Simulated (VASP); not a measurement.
# Ca2Si (Immm) in VASP: a series of runs

Ca2Si is run at these levels: LDA; tasks: single point.

Program: VASP 6.6.1. These are calculated values, not measurements. Logs are shortened: lines on timing, memory, paths and dates and some standing lists are left out, and cuts for length are marked.

**1. The cell of the first run**

It takes space group Immm (No. 71, orthorhombic). The conventional cell has a = 4.894 Å, b = 4.894 Å, c = 7.167 Å, α = 90.00°, β = 90.00°, γ = 90.00°. Within 3.9 Å of Ca (site symmetry mm2) lie 4 Si at 2.97 to 3.10 Å and 6 Ca at 3.36 to 3.81 Å. Si (site symmetry mmm) has 8 Ca at 2.97 to 3.10 Å within 3.9 Å.

**2. Single point, LDA (atoms displaced along a vibrational mode, the cell strained)**

Input file INCAR:

```
  ALGO = Normal
  EDIFF = 1E-6
  ENCUT = 520
  GGA = CA
  ISIF = 2
  ISMEAR = 0
  LASPH = True
  LCHARG = False
  LREAL = False
  LWAVE = False
  NBANDS = 19
  NELM = 80
  PREC = Accurate
  SIGMA = 0.05
```

Input file KPOINTS:

```
k-points
0
Gamma
  8 8 8
```

Input file POSCAR:

```
Ca2Si
1.0
    0.0000000000      3.4609308134      3.5833161343
    3.4609308134      0.0000000000      3.5833161343
    3.4609308134      3.4609308134      0.0000000000
Ca Si
2 1
Direct
    0.7344790822      0.7344790822      0.7655209178
    0.2655209178      0.2655209178      0.2344790822
    0.0000000000      0.0000000000      0.0000000000
```

Potentials or basis: VASP PAW LDA potentials, release 64 (Ca_sv, Si).

On the command line:

```
cat potpaw_LDA.64/Ca_sv/POTCAR potpaw_LDA.64/Si/POTCAR > POTCAR
mpirun -np 1 vasp_std > vasp.out
```

OUTCAR:

```text
EDIFF = 1E-6
   ENCUT = 520
   GGA = CA
   ISIF = 2
   ISMEAR = 0
   LASPH = True
   LREAL = False
   NELM = 80
   PREC = Accurate

 ion  position               nearest neighbor table
   1  0.734  0.734  0.766-   3 2.97   3 2.97   3 3.10   3 3.10
   2  0.266  0.266  0.234-   3 2.97   3 2.97   3 3.10   3 3.10
   3  0.000  0.000  0.000-   1 2.97   1 2.97   2 2.97   2 2.97   2 3.10   2 3.10   1 3.10   1 3.10

  LATTYP: Found a body centered tetragonal cell.
 ALAT       =     4.8944952947
 C/A-ratio  =     1.4642229356

  Lattice vectors:

 A1 = (  -3.4609308134,   0.0000000000,   3.5833161343)
 A2 = (   3.4609308134,   0.0000000000,   3.5833161343)
 A3 = (   0.0000000000,   3.4609308134,  -3.5833161343)

Analysis of symmetry for initial positions (statically):
=====================================================================
 Subroutine PRICEL returns:
 Original cell was already a primitive cell.

 Routine SETGRP: Setting up the symmetry group for a
 body centered tetragonal supercell.

 Subroutine GETGRP returns: Found  8 space group operations
 (whereof  8 operations were pure point group operations)
 out of a pool of 16 trial point group operations.

The static configuration has the point symmetry D_2h.

Analysis of symmetry for dynamics (positions and initial velocities):
=====================================================================
 Subroutine PRICEL returns:
 Original cell was already a primitive cell.

 Routine SETGRP: Setting up the symmetry group for a
 body centered tetragonal supercell.

 Subroutine GETGRP returns: Found  8 space group operations
 (whereof  8 operations were pure point group operations)
 out of a pool of 16 trial point group operations.

The dynamic configuration has the point symmetry D_2h.

 Subroutine INISYM returns: Found  8 space group operations
 (whereof  8 operations are pure point group operations),
 and found     1 'primitive' translations

----------------------------------------------------------------------------------------

                                     Primitive cell

  volume of cell :      85.8422

  direct lattice vectors                    reciprocal lattice vectors
     0.000000000  3.460930813  3.583316134    -0.144469805  0.144469805  0.139535553
     3.460930813  0.000000000  3.583316134     0.144469805 -0.144469805  0.139535553
     3.460930813  3.460930813  0.000000000     0.144469805  0.144469805 -0.139535553

  length of vectors
     4.981786488  4.981786488  4.894495295     0.247413055  0.247413055  0.247413055

  position of ions in fractional coordinates (direct lattice)
     0.734479082  0.734479082  0.765520918
     0.265520918  0.265520918  0.234479082
     0.000000000  0.000000000  0.000000000

  ion indices of the primitive-cell ions
   primitive index   ion index
                 1           1
                 2           2
                 3           3

----------------------------------------------------------------------------------------

 KPOINTS: k-points

Automatic generation of k-mesh.
 Grid dimensions read from file:
 generate k-points for:    8    8    8

 Generating k-lattice:

  Cartesian coordinates                     Fractional coordinates (reciprocal lattice)
    -0.018058726  0.018058726  0.017441944     0.125000000  0.000000000  0.000000000
     0.018058726 -0.018058726  0.017441944     0.000000000  0.125000000  0.000000000
     0.018058726  0.018058726 -0.017441944     0.000000000  0.000000000  0.125000000

  Length of vectors
     0.030926632  0.030926632  0.030926632

  Shift w.r.t. Gamma in fractional coordinates (k-lattice)
     0.000000000  0.000000000  0.000000000

 Subroutine IBZKPT returns following result:
 ===========================================

 Found     95 irreducible k-points:

 Following reciprocal coordinates:
            Coordinates               Weight
  0.000000  0.000000  0.000000      1.000000
  0.125000 -0.000000  0.000000      4.000000
 -0.000000 -0.000000 -0.125000      4.000000
  0.250000 -0.000000  0.000000      4.000000
 -0.000000 -0.000000 -0.250000      4.000000
  0.375000  0.000000  0.000000      4.000000
[... 16 lines left out ...]
  0.250000  0.250000  0.000000      2.000000
  0.375000  0.250000  0.000000      4.000000
 [... further k-points ...]
   k-points           NKPTS =     95   k-points in BZ     NKDIM =     95   number of bands    NBANDS=     19
   number of dos      NEDOS =    301   number of ions     NIONS =      3
   total plane-waves  NPLWV =  57600
   dimension x,y,z NGX =    40 NGY =   40 NGZ =   36
   dimension x,y,z NGXF=    80 NGYF=   80 NGZF=   72
   ions per type =               2   1
   NGX,Y,Z   is equivalent  to a cutoff of  13.35, 13.35, 12.23 a.u.
   NGXF,Y,Z  is equivalent  to a cutoff of  26.70, 26.70, 24.46 a.u.
 SYSTEM =  unknown system
   PREC   = accura    normal or accurate (medium, high low for compatibility)
   ISTART =      0    job   : 0-new  1-cont  2-samecut
   ICHARG =      2    charge: 1-file 2-atom 10-const
   ISPIN  =      1    spin polarized calculation?
   LNONCOLLINEAR =      F non collinear calculations
   LSORBIT =      F    spin-orbit coupling
   LASPH  =      T    aspherical Exc in radial PAW
   ENCUT  =  520.0 eV  38.22 Ry    6.18 a.u.   9.26  9.26  9.10*2*pi/ulx,y,z
   NELM   =     80;   NELMIN=  2; NELMDL= -5     # of ELM steps
   EDIFF  = 0.1E-05   stopping-criterion for ELM
   LREAL  =      F    real-space projection
   EDIFFG = 0.1E-04   stopping-criterion for IOM
   NSW    =      0    number of steps for IOM
   IBRION =     -1    ionic relax: 0-MD 1-quasi-New 2-CG
   NFREE  =      0    steps in history (QN), initial steepest desc. (CG)
   ISIF   =      2    stress and relaxation
   ISYM   =      2    0-nonsym 1-usesym 2-fastsym
   POTIM  = 0.5000    time-step for ionic-motion
   TEBEG  =    0.0;   TEEND  =   0.0 temperature during run
   PSTRESS=    0.0 pullay stress
   NELECT =      24.0000    total number of electrons
   NUPDOWN=      -1.0000    fix difference up-down
   EMIN   =  10.00;   EMAX   =-10.00  energy-range for DOS
   EFERMI =   0.00;   METHOD = LEGACY
   ISMEAR =     0;   SIGMA  =   0.05  broadening in eV -4-tet -1-fermi 0-gaus
   EFERMI_NEDOS =   21; number of points for ismear=-14 and -15
   IALGO  =     38    algorithm
   IMIX   =      4    mixing-type and parameters
     AMIX     =   0.40;   BMIX     =  1.00
     AMIX_MAG =   1.60;   BMIX_MAG =  1.00
  volume/ion in A,a.u.               =      28.61       193.10
  Fermi-wavevector in a.u.,A,eV,Ry     =   1.070479  2.022912 15.591268  1.145926
  Thomas-Fermi vector in A             =   2.206191
   LORBIT       =      0    0 simple, 1 ext, 2 COOP (PROOUT), +10 PAW based schemes
   GGA     = CA    functional components
   LHFCALC =     F    Hartree Fock is set to
   AEXX    =    0.0000 exact exchange contribution
   IVDW    =     0    specifies the selected vdW correction
   LEPSILON=     F    determine dielectric tensor
   LRPA    =     F    only Hartree local field effects (RPA)
 non-spin polarized calculation
 Gauss-broadening in eV      SIGMA  =   0.05
  energy-cutoff  :      520.00
  volume of cell :       85.84
 maximum number of plane-waves:      2328
 NGX is ok and might be reduce to    40
   NGX = 19   NGY = 19   NGZ = 19

 number of electron      23.9999999 magnetization

 Free energy of the ion-electron system (eV)
  ---------------------------------------------------
  ext. energy  EPLUGINS =         0.00000000
  ---------------------------------------------------
  free energy    TOTEN  =       -11.75923225 eV

  energy without entropy =      -11.75922600  energy(sigma->0) =      -11.75922913

 E-fermi :   2.7734     XC(G=0):  -8.8927

 val. band max:        2.6853055135   @ k =   0.5000   0.5000   0.0000
 cond. band min:       2.8587562302   @ k =   0.5000   0.5000   0.0000
 fundamental gap:      0.1734507167
 Fermi energy:         2.7734211611

 k-point     1 :       0.0000    0.0000    0.0000
  band No.  band energies     occupation
      1     -37.5015      2.00000
      2     -37.4335      2.00000
      3     -18.9184      2.00000
      4     -18.9020      2.00000
      5     -18.8737      2.00000
      6     -18.7184      2.00000
[... 11 lines left out ...]
     18       7.8120      0.00000
     19       7.8620      0.00000

 k-point     2 :       0.1250   -0.0000    0.0000
  band No.  band energies     occupation
      1     -37.4990      2.00000
      2     -37.4359      2.00000
      3     -18.9113      2.00000
      4     -18.8966      2.00000
      5     -18.8719      2.00000
      6     -18.7265      2.00000
[... 11 lines left out ...]
     18       7.3967      0.00000
     19       7.4392      0.00000

 k-point     3 :      -0.0000   -0.0000   -0.1250
  band No.  band energies     occupation
      1     -37.4990      2.00000
      2     -37.4359      2.00000
      3     -18.9125      2.00000
      4     -18.8951      2.00000
      5     -18.8718      2.00000
      6     -18.7281      2.00000
[... 11 lines left out ...]
     18       7.4889      0.00000
     19       7.6357      0.00000

 k-point     4 :       0.2500   -0.0000    0.0000
  band No.  band energies     occupation
      1     -37.4918      2.00000
      2     -37.4428      2.00000
      3     -18.8909      2.00000
      4     -18.8808      2.00000
      5     -18.8669      2.00000
      6     -18.7493      2.00000
[... 11 lines left out ...]
     18       6.7451      0.00000
     19       6.8771      0.00000

 k-point     5 :      -0.0000   -0.0000   -0.2500
  band No.  band energies     occupation
      1     -37.4918      2.00000
      2     -37.4428      2.00000
      3     -18.8954      2.00000
      4     -18.8752      2.00000
      5     -18.8668      2.00000
      6     -18.7550      2.00000
[... 11 lines left out ...]
     18       6.8462      0.00000
     19       7.1492      0.00000

 k-point     6 :       0.3750    0.0000    0.0000
  band No.  band energies     occupation
      1     -37.4815      2.00000
      2     -37.4527      2.00000
      3     -18.8619      2.00000
      4     -18.8599      2.00000
      5     -18.8555      2.00000
      6     -18.7826      2.00000
[... 11 lines left out ...]
     18       6.3749      0.00000
     19       6.5055      0.00000

 k-point     7 :       0.0000    0.0000   -0.3750
  band No.  band energies     occupation
      1     -37.4815      2.00000
      2     -37.4527      2.00000
      3     -18.8683      2.00000
      4     -18.8611      2.00000
      5     -18.8451      2.00000
      6     -18.7919      2.00000
[... 11 lines left out ...]
     18       6.3174      0.00000
     19       6.7251      0.00000

 k-point     8 :       0.5000   -0.0000    0.0000
  band No.  band energies     occupation
      1     -37.4738      2.00000
      2     -37.4603      2.00000
      3     -18.8589      2.00000
      4     -18.8338      2.00000
      5     -18.8277      2.00000
      6     -18.8158      2.00000
[... 256 lines left out ...]
 k-point    20 :       0.1250    0.1250    0.3750
  band No.  band energies     occupation
      1     -37.4860      2.00000
      2     -37.4483      2.00000
      3     -18.8917      2.00000
      4     -18.8596      2.00000
      5     -18.8359      2.00000
      6     -18.7978      2.00000
[... 11 lines left out ...]
     18       6.6830      0.00000
     19       7.0329      0.00000

 k-point    21 :      -0.1250    0.1250    0.0000
  band No.  band energies     occupation
      1     -37.4944      2.00000
      2     -37.4402      2.00000
      3     -18.8864      2.00000
      4     -18.8851      2.00000
      5     -18.8751      2.00000
      6     -18.7527      2.00000
[... 11 lines left out ...]
     18       6.8689      0.00000
     19       6.9216      0.00000

 k-point    22 :       0.1250    0.1250    0.2500
  band No.  band energies     occupation
      1     -37.4944      2.00000
      2     -37.4402      2.00000
      3     -18.8907      2.00000
      4     -18.8848      2.00000
      5     -18.8700      2.00000
      6     -18.7577      2.00000
[... 11 lines left out ...]
     18       6.8936      0.00000
     19       7.5909      0.00000

 k-point    23 :       0.2500    0.2500    0.0000
  band No.  band energies     occupation
      1     -37.4917      2.00000
      2     -37.4427      2.00000
      3     -18.9340      2.00000
      4     -18.9195      2.00000
      5     -18.8667      2.00000
      6     -18.7315      2.00000
[... 11 lines left out ...]
     18       6.8039      0.00000
     19       7.3251      0.00000

 k-point    24 :       0.3750    0.2500    0.0000
  band No.  band energies     occupation
      1     -37.4859      2.00000
      2     -37.4482      2.00000
      3     -18.9314      2.00000
      4     -18.9206      2.00000
      5     -18.8915      2.00000
      6     -18.7123      2.00000
[... 11 lines left out ...]
     18       6.8505      0.00000
     19       7.3713      0.00000

 [... further k-points ...]

------------------------ aborting loop because EDIFF is reached ----------------------------------------

  FORCE on cell =-STRESS in cart. coord.  units (eV):
  Direction    XX          YY          ZZ          XY          YZ          ZX
  --------------------------------------------------------------------------------------
  -------------------------------------------------------------------------------------
  Total        0.5100186      0.5100186     -0.5451537     -0.5072473      0.0000000      0.0000000
  in kB        9.5190941      9.5190941    -10.1748640     -9.4673703      0.0000000      0.0000000
  external PRESSURE =       2.9544414 kB  Pullay stress =       0.0000000 kB

 VOLUME and BASIS-vectors are now :
 -----------------------------------------------------------------------------
  energy-cutoff  :      520.00
  volume of cell :       85.84
      direct lattice vectors                 reciprocal lattice vectors
     0.000000000  3.460930813  3.583316134    -0.144469805  0.144469805  0.139535553
     3.460930813  0.000000000  3.583316134     0.144469805 -0.144469805  0.139535553
     3.460930813  3.460930813  0.000000000     0.144469805  0.144469805 -0.139535553

 POSITION                                       TOTAL-FORCE (eV/Angst)
 -----------------------------------------------------------------------------------
      5.19140      5.19140      5.26374         0.000000      0.000000      0.558166
      1.73047      1.73047      1.90289         0.000000      0.000000     -0.558166
      0.00000      0.00000      0.00000         0.000000      0.000000      0.000000
 -----------------------------------------------------------------------------------
    total drift:                               -0.000000     -0.000000     -0.000000

  FREE ENERGIE OF THE ION-ELECTRON SYSTEM (eV)
  ---------------------------------------------------
  free  energy   TOTEN  =       -11.7592322547 eV

  energy  without entropy=      -11.7592260036  energy(sigma->0) =      -11.75922913
```

Run time: 90 s. Hardware: 1 thread of Intel Xeon 6975P-C (Granite Rapids), shared host; peak memory 0.28 GiB.

What came out:

| Item | Value |
| --- | --- |
| Free energy | -11.7592 eV |
| Pressure | 0.3 GPa |
| Largest force | 0.558 eV/Å |
| Band gap on the k mesh | 0.17 eV |

Forces on the atoms (eV/Å):
```
Ca   0.000  0.000  0.558
Ca   0.000  0.000 -0.558
Si   0.000  0.000  0.000
```

Stress tensor (GPa, compression positive):
```
 0.95 -0.95  0.00
-0.95  0.95  0.00
 0.00  0.00 -1.02
```

Caveat: the cell differs from its parent crystal (atoms displaced along a vibrational mode, the cell strained). A k mesh can miss the band edges.

**3. Single point, LDA (atoms displaced along a vibrational mode)**

Input file INCAR:

```
SYSTEM = Ca2Si
PREC = Accurate
ENCUT = 520
EDIFF = 1E-7
ISMEAR = 0
SIGMA = 0.05
LREAL = .False.
LASPH = .True.
NELM = 60
ALGO = Normal
ISIF = 2
LWAVE = .False.
LCHARG = .True.
GGA = CA
LELF = .True.
LVHAR = .True.
NBANDS = 19
```

Input file KPOINTS:

```
regular mesh
0
Gamma
  8 8 8
  0 0 0
```

Input file POSCAR:

```
Ca2Si
1.0
    0.0000000000      3.5017259204      3.5017259204
    3.5017259204      0.0000000000      3.5017259204
    3.5017259204      3.5017259204      0.0000000000
Ca Si
2 1
Direct
    0.7344790822      0.7344790822      0.7655209178
    0.2655209178      0.2655209178      0.2344790822
    0.0000000000      0.0000000000      0.0000000000
```

Potentials or basis: VASP PAW LDA potentials, release 64 (Ca_sv, Si).

On the command line:

```
cat potpaw_LDA.64/Ca_sv/POTCAR potpaw_LDA.64/Si/POTCAR > POTCAR
mpirun -np 1 vasp_std > vasp.out
```

Run time: 2 min. Hardware: 1 thread of Intel Xeon 6975P-C (Granite Rapids), shared host; peak memory 0.29 GiB.

The run converged. Its results:

| Quantity | Value |
| --- | --- |
| Free energy | -11.7686 eV |
| Pressure | 0.3 GPa |
| Largest force | 0.624 eV/Å |
| Band gap on the k mesh | 0.32 eV (least direct gap 0.33 eV) |

Forces on the atoms (eV/Å):
```
Ca   0.000  0.000  0.624
Ca   0.000  0.000 -0.624
Si   0.000  0.000  0.000
```

Stress tensor (GPa, compression positive):
```
 0.13 -0.91  0.00
-0.91  0.13  0.00
 0.00  0.00  0.58
```

Levels at points of the mesh, in eV from the valence-band top:
| k point | band 10 | band 11 | band 12 | band 13 | band 14 | band 15 |
| --- | --- | --- | --- | --- | --- | --- |
| (0.00, 0.00, 0.00) | -0.69 | -0.60 | -0.52 | 1.63 | 1.64 | 1.78 |
| (0.50, 0.00, 0.00) | -2.10 | -0.18 | -0.12 | 2.14 | 2.40 | 2.64 |
| (0.00, 0.00, 0.50) | -2.06 | -0.30 | -0.27 | 2.16 | 2.26 | 2.82 |
| (0.50, 0.50, 0.00) | -2.14 | -0.15 | 0.00 | 0.33 | 1.52 | 2.47 |
| (0.00, 0.50, 0.50) | -2.14 | -0.07 | -0.07 | 0.32 | 1.54 | 2.44 |

Caveat: the cell differs from its parent crystal (atoms displaced along a vibrational mode).
